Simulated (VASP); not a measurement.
Wanted: the native input for a VASP 6.6.1 run.

| Quantity | Value |
| --- | --- |
| Task | relaxation of cell and atoms |
| Functional | r2SCAN |
| Potentials or basis | VASP PAW PBE potentials, release 64 (Ru_pv) |
| Cutoff | 600 eV |
| k mesh | 20 × 20 × 11 |
| Occupations | fermi-dirac, width 0.05 eV |
| Spin | no spin polarisation |
| Dipole correction | no |
| Further INCAR settings | ALGO = Normal; EDIFF = 1e-07; IBRION = 2; EDIFFG = -0.03; NSW = 80; ISIF = 3 |

The system is Ru.

```
Ru
1.0
     2.70580    0.00000    0.00000
    -1.35290    2.34329    0.00000
     0.00000    0.00000    4.28190
Ru
2
Cartesian
  0.0000 1.5622 1.0705
  1.3529 0.7811 3.2114
```

One way to write it, as run:

POSCAR

```
Ru
1.0
    2.7058000000      0.0000000000      0.0000000000
   -1.3529000000      2.3432920000      0.0000000000
    0.0000000000      0.0000000000      4.2819000000
Ru
2
Direct
    0.3333333333      0.6666666667      0.2500000000
    0.6666666667      0.3333333333      0.7500000000
```

INCAR.step1

```
SYSTEM = Ru
PREC = Accurate ; ENCUT = 600
ISMEAR = -1 ; SIGMA = 0.05
LREAL = .FALSE. ; LASPH = .TRUE.
NELM = 100 ; GGA = PE
ALGO = Normal ; EDIFF = 1E-4
LWAVE = .TRUE. ; LCHARG = .FALSE.
```

INCAR.step2

```
SYSTEM = Ru
PREC = Accurate ; ENCUT = 600
EDIFF = 1E-7 ; ISMEAR = -1
SIGMA = 0.05 ; LREAL = .FALSE.
LASPH = .TRUE. ; NELM = 100
ALGO = Normal ; ISIF = 3
LWAVE = .FALSE. ; LCHARG = .FALSE.
METAGGA = R2SCAN ; LMIXTAU = .TRUE.
IBRION = 2 ; NSW = 80
EDIFFG = -0.03 ; ISTART = 1
```

KPOINTS

```
Automatic mesh
0
G
  20 20 11
  0 0 0
```

Potentials or basis: VASP PAW PBE potentials, release 64 (Ru_pv).

The run is started by

```sh
$ cat potpaw_PBE.64/Ru_pv/POTCAR > POTCAR
$ cp INCAR.step1 INCAR
$ mpirun -np 1 vasp_std > vasp.out
$ cp INCAR.step2 INCAR
$ mpirun -np 1 vasp_std > vasp.out
```

Results of the run:

```yaml
Relaxed_volume: 13.55 Å³/atom
Relaxed_cell: a = 2.708 Å, b = 2.708 Å, c = 4.267 Å, α = 90.00°, β = 90.00°, γ = 120.00°
Space_group_after_relaxing_to_0.1_Å: P6_3/mmc (No. 194)
Energy_gained_by_relaxing: 0.3 meV/atom
Ionic_steps: 5
Pressure_after_relaxing: 0.0 GPa
Band_gap_on_the_k_mesh: zero (bands 14 and 15 overlap by 3.40 eV)
```

Caveat: the PAW data sets were made with another functional, which shifts forces and pressure a little.

Run time: 76 min on 1 thread of Oxide Virtual Turin-like Processor (shared host), peak memory 0.24 GiB.
